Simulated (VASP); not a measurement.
# Ge (Im-3m) in VASP: further runs, part 3 of 3

VASP 6.6.1. The steps go on from the part before.

## (5) Relaxation of cell and atoms, PBE

This run uses another cell than the first one, of 19.00 Å³/atom, 0.983 times its volume.

File INCAR:

```
ALGO = Normal ; EDIFF = 1E-6
EDIFFG = -0.005 ; ENCUT = 600
GGA = PE ; IBRION = 2
ISIF = 3 ; ISMEAR = -1
LASPH = T ; LCHARG = F
LREAL = F ; LWAVE = F
NELM = 60 ; NSW = 60
PREC = Accurate ; SIGMA = 0.08
```

File KPOINTS:

```
k-points
0
Gamma
  18 18 18
```

File POSCAR:

```
Ge
1.0
   -1.6809877034      1.6809877034      1.6809877034
    1.6809877034     -1.6809877034      1.6809877034
    1.6809877034      1.6809877034     -1.6809877034
Ge
1
Direct
    0.0000000000      0.0000000000      0.0000000000
```

Potentials or basis: VASP PAW PBE potentials, release 64 (Ge_d).

Launch:

```bash
$ cat potpaw_PBE.64/Ge_d/POTCAR > POTCAR
$ mpirun -np 1 vasp_std > vasp.out
```

OUTCAR:

```text
EDIFF = 1E-6
   EDIFFG = -0.005
   ENCUT = 600
   GGA = PE
   IBRION = 2
   ISIF = 3
   ISMEAR = -1
   LASPH = T
   LREAL = F
   NELM = 60
   NSW = 60
   PREC = Accurate

 ion  position               nearest neighbor table
   1  0.000  0.000  0.000-

  LATTYP: Found a body centered cubic cell.
 ALAT       =     3.3619754068

  Lattice vectors:

 A1 = (  -1.6809877034,   1.6809877034,   1.6809877034)
 A2 = (   1.6809877034,  -1.6809877034,   1.6809877034)
 A3 = (   1.6809877034,   1.6809877034,  -1.6809877034)

Analysis of symmetry for initial positions (statically):
=====================================================================
 Subroutine PRICEL returns:
 Original cell was already a primitive cell.

 Routine SETGRP: Setting up the symmetry group for a
 body centered cubic supercell.

 Subroutine GETGRP returns: Found 48 space group operations
 (whereof 48 operations were pure point group operations)
 out of a pool of 48 trial point group operations.

The static configuration has the point symmetry O_h .

Analysis of symmetry for dynamics (positions and initial velocities):
=====================================================================
 Subroutine PRICEL returns:
 Original cell was already a primitive cell.

 Routine SETGRP: Setting up the symmetry group for a
 body centered cubic supercell.

 Subroutine GETGRP returns: Found 48 space group operations
 (whereof 48 operations were pure point group operations)
 out of a pool of 48 trial point group operations.

The dynamic configuration has the point symmetry O_h .

 Subroutine INISYM returns: Found 48 space group operations
 (whereof 48 operations are pure point group operations),
 and found     1 'primitive' translations

----------------------------------------------------------------------------------------

                                     Primitive cell

  volume of cell :      19.0000

  direct lattice vectors                    reciprocal lattice vectors
    -1.680987703  1.680987703  1.680987703     0.000000000  0.297444175  0.297444175
     1.680987703 -1.680987703  1.680987703     0.297444175  0.000000000  0.297444175
     1.680987703  1.680987703 -1.680987703     0.297444175  0.297444175  0.000000000

  length of vectors
     2.911556109  2.911556109  2.911556109     0.420649586  0.420649586  0.420649586

  position of ions in fractional coordinates (direct lattice)
     0.000000000  0.000000000  0.000000000

  ion indices of the primitive-cell ions
   primitive index   ion index
                 1           1

----------------------------------------------------------------------------------------

 KPOINTS: k-points

Automatic generation of k-mesh.
 Grid dimensions read from file:
 generate k-points for:   18   18   18

 Generating k-lattice:

  Cartesian coordinates                     Fractional coordinates (reciprocal lattice)
     0.000000000  0.016524676  0.016524676     0.055555556  0.000000000  0.000000000
     0.016524676  0.000000000  0.016524676     0.000000000  0.055555556  0.000000000
     0.016524676  0.016524676  0.000000000     0.000000000  0.000000000  0.055555556

  Length of vectors
     0.023369421  0.023369421  0.023369421
[... 38 lines left out ...]
   total plane-waves  NPLWV =  13824
   dimension x,y,z NGX =    24 NGY =   24 NGZ =   24
   dimension x,y,z NGXF=    48 NGYF=   48 NGZF=   48
   ions per type =               1
   NGX,Y,Z   is equivalent  to a cutoff of  13.70, 13.70, 13.70 a.u.
   NGXF,Y,Z  is equivalent  to a cutoff of  27.41, 27.41, 27.41 a.u.
 SYSTEM =  unknown system
   PREC   = accura    normal or accurate (medium, high low for compatibility)
   ISTART =      0    job   : 0-new  1-cont  2-samecut
   ICHARG =      2    charge: 1-file 2-atom 10-const
   ISPIN  =      1    spin polarized calculation?
   LNONCOLLINEAR =      F non collinear calculations
   LSORBIT =      F    spin-orbit coupling
   LASPH  =      T    aspherical Exc in radial PAW
   ENCUT  =  600.0 eV  44.10 Ry    6.64 a.u.   5.82  5.82  5.82*2*pi/ulx,y,z
   NELM   =     60;   NELMIN=  2; NELMDL= -5     # of ELM steps
   EDIFF  = 0.1E-05   stopping-criterion for ELM
   LREAL  =      F    real-space projection
   EDIFFG = -.5E-02   stopping-criterion for IOM
   NSW    =     60    number of steps for IOM
   IBRION =      2    ionic relax: 0-MD 1-quasi-New 2-CG
   NFREE  =      1    steps in history (QN), initial steepest desc. (CG)
   ISIF   =      3    stress and relaxation
   ISYM   =      2    0-nonsym 1-usesym 2-fastsym
   POTIM  = 0.5000    time-step for ionic-motion
   TEBEG  =    0.0;   TEEND  =   0.0 temperature during run
   PSTRESS=    0.0 pullay stress
   NELECT =      14.0000    total number of electrons
   NUPDOWN=      -1.0000    fix difference up-down
   EMIN   =  10.00;   EMAX   =-10.00  energy-range for DOS
   EFERMI =   0.00;   METHOD = LEGACY
   ISMEAR =    -1;   SIGMA  =   0.08  broadening in eV -4-tet -1-fermi 0-gaus
   EFERMI_NEDOS =   21; number of points for ismear=-14 and -15
   IALGO  =     38    algorithm
   IMIX   =      4    mixing-type and parameters
     AMIX     =   0.40;   BMIX     =  1.00
     AMIX_MAG =   1.60;   BMIX_MAG =  1.00
  volume/ion in A,a.u.               =      19.00       128.22
  Fermi-wavevector in a.u.,A,eV,Ry     =   1.478653  2.794249 29.747983  2.186415
  Thomas-Fermi vector in A             =   2.592908
   LORBIT       =      0    0 simple, 1 ext, 2 COOP (PROOUT), +10 PAW based schemes
   GGA     = PE    functional components
   LHFCALC =     F    Hartree Fock is set to
   AEXX    =    0.0000 exact exchange contribution
   IVDW    =     0    specifies the selected vdW correction
   LEPSILON=     F    determine dielectric tensor
   LRPA    =     F    only Hartree local field effects (RPA)
 conjugate gradient relaxation of ions
 non-spin polarized calculation
  energy-cutoff  :      600.00
  volume of cell :       19.00
 maximum number of plane-waves:       682
   NGX = 11   NGY = 11   NGZ = 11

--------------------------------------- Ionic step        1  -------------------------------------------

 number of electron      14.0000001 magnetization

 Free energy of the ion-electron system (eV)
  ---------------------------------------------------
  ext. energy  EPLUGINS =         0.00000000
  ---------------------------------------------------
  free energy    TOTEN  =        -4.18240843 eV

  energy without entropy =       -4.16981883  energy(sigma->0) =       -4.17611363

------------------------ aborting loop because EDIFF is reached ----------------------------------------

  FORCE on cell =-STRESS in cart. coord.  units (eV):
  Direction    XX          YY          ZZ          XY          YZ          ZX
  --------------------------------------------------------------------------------------
  -------------------------------------------------------------------------------------
  Total        0.1265653      0.1265653      0.1265653      0.0000000      0.0000000      0.0000000
  in kB       10.6726344     10.6726344     10.6726344      0.0000000      0.0000000      0.0000000
  external PRESSURE =      10.6726344 kB  Pullay stress =       0.0000000 kB
[... 127 lines left out ...]
--------------------------------------- Ionic step        5  -------------------------------------------

 number of electron      13.9999993 magnetization

 Free energy of the ion-electron system (eV)
  ---------------------------------------------------
  ext. energy  EPLUGINS =         0.00000000
  ---------------------------------------------------
  free energy    TOTEN  =        -4.18365508 eV

  energy without entropy =       -4.17131098  energy(sigma->0) =       -4.17748303

 E-fermi :   6.5221     XC(G=0): -11.1762

 val. band max:        6.5107691227   @ k =   0.5000   0.5000   0.4444
 cond. band min:       6.5495888865   @ k =   0.2778   0.2222   0.0000
 fundamental gap:      0.0388197638
 Fermi energy:         6.5221477537

 k-point     1 :       0.0000    0.0000    0.0000
  band No.  band energies     occupation
      1     -18.2261      2.00000
      2     -18.2261      2.00000
      3     -18.2261      2.00000
      4     -18.1461      2.00000
      5     -18.1461      2.00000
      6      -6.4332      2.00000
      7      15.4233      0.00000
      8      15.4233      0.00000
      9      15.4233      0.00000
     10      21.2770      0.00000
     11      21.2770      0.00000
[... 309 lines left out ...]
 k-point    24 :       0.3889    0.1111    0.0000
  band No.  band energies     occupation
      1     -18.2465      2.00000
      2     -18.2129      2.00000
      3     -18.1527      2.00000
      4     -18.1510      2.00000
      5     -18.1077      2.00000
      6      -1.3294      2.00000
      7       2.3671      2.00000
      8       9.1765      0.00000
      9      12.1213      0.00000
     10      16.6938      0.00000
     11      18.8755      0.00000

 [... further k-points ...]
[... 5 lines left out ...]
  --------------------------------------------------------------------------------------
  -------------------------------------------------------------------------------------
  Total        0.0006362      0.0006362      0.0006362      0.0000000     -0.0000000      0.0000000
  in kB        0.0526944      0.0526944      0.0526944      0.0000000     -0.0000000      0.0000000
  external PRESSURE =       0.0526944 kB  Pullay stress =       0.0000000 kB
[... 16 lines left out ...]
  FREE ENERGIE OF THE ION-ELECTRON SYSTEM (eV)
  ---------------------------------------------------
  free  energy   TOTEN  =        -4.1836550802 eV

  energy  without entropy=       -4.1713109778  energy(sigma->0) =       -4.17748303

 reached required accuracy - stopping structural energy minimisation
```

It took 3.5 min on 1 thread of AMD EPYC 7R43 (Zen 3), shared host; peak memory 0.14 GiB.

What came out:

| Quantity | Value |
| --- | --- |
| Free energy | -4.1837 eV |
| Relaxed volume | 19.34 Å³/atom |
| Relaxed cell | a = 2.929 Å, b = 2.929 Å, c = 2.929 Å, α = 109.47°, β = 109.47°, γ = 109.47° |
| Space group after relaxing (to 0.05 Å) | Im-3m (No. 229) |
| Energy gained by relaxing | 1.2 meV/atom |
| Ionic steps | 5 |
| Pressure after relaxing | 0.0 GPa |
| Band gap on the k mesh | zero (band 7 reaches 15.42 eV, above the bottom of band 8 at 3.59 eV) |

The path:
| step | energy change (eV) | largest force (eV/Å) | pressure (GPa) | volume (Å³) |
| --- | --- | --- | --- | --- |
| 1 | 0.0000 | 0.0000 | 1.07 | 19.00 |
| 2 | -0.0012 | 0.0000 | 0.08 | 19.35 |
| 3 | -0.0012 | 0.0000 | -0.11 | 19.38 |
| 4 | -0.0012 | 0.0000 | -0.05 | 19.36 |
| 5 | -0.0012 | 0.0000 | 0.01 | 19.34 |

Final structure:
```cif
data_structure
_symmetry_space_group_name_H-M 'P 1'
_symmetry_Int_Tables_number 1
_cell_length_a 2.9290
_cell_length_b 2.9290
_cell_length_c 2.9290
_cell_angle_alpha 109.471
_cell_angle_beta 109.471
_cell_angle_gamma 109.471
_cell_volume 19.34
loop_
_atom_site_label
_atom_site_type_symbol
_atom_site_fract_x
_atom_site_fract_y
_atom_site_fract_z
_atom_site_occupancy
Ge1 Ge 0.00000 0.00000 0.00000 1
```

## (6) The runs side by side

```csv
task,cell,cutoff (eV),gap on the mesh (eV),pressure (GPa)
single point,"a = 2.928 Å, angles 109.5°, 1 atom",520,none,0.0
relaxation of cell and atoms,"relaxed to 48 GPa from a = 2.607 Å, angles 109.5°, 1 atom",600,none,47.9
relaxation of cell and atoms,"relaxed from a = 2.912 Å, angles 109.5°, 1 atom",600,none,0.0
```

Alike in all rows: level PBE; potentials or basis VASP PAW PBE potentials, release 64 (Ge_d); no spin polarisation; k mesh 18 × 18 × 18; smearing fermi-dirac 0.08 eV.

Caveats: the cell is relaxed towards a set pressure, so the enthalpy falls and the energy may rise (some runs).

Absolute energies hang on the potentials; compare differences alone.
